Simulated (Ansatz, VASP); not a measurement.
**Two plane-wave programs on Cu**

```xyz
2
Lattice="2.5341 0.0000 0.0000 -1.2670 2.1946 0.0000 0.0000 0.0000 4.1126" Properties=species:S:1:pos:R:3 pbc="T T T"
Cu    1.2670    0.7315    3.0844
Cu    0.0000    1.4631    1.0281
```

Alike in both runs: functional PBEsol; k mesh 12 × 12 × 7; occupations fermi-dirac, width 0.05 eV; no spin polarisation.

```csv
,VASP,Ansatz
version,VASP 6.6.1,Ansatz 0.2.0
potentials or method,"VASP PAW PBE potentials, release 64 (Cu)",Ansatz PAW
plane-wave cutoff (eV),520,420
valence electrons in the cell,22,38
task,single point,band structure
```

```csv
,VASP,Ansatz,Ansatz less VASP
gap on the k mesh at the Fermi level (eV),none,none,-
pressure (GPa),-0.7,-1.4,-0.70
"traceless stress, the component that is largest in VASP (GPa)",0.22,0.28,+0.062
```

VASP's potentials were made for PBE, not for PBEsol. A gap of «none» marks a metal or a gap that the smearing closes. VASP's potentials hold 22 valence electrons a cell and Ansatz's 38, so a difference there can come from the potentials and not from the codes.
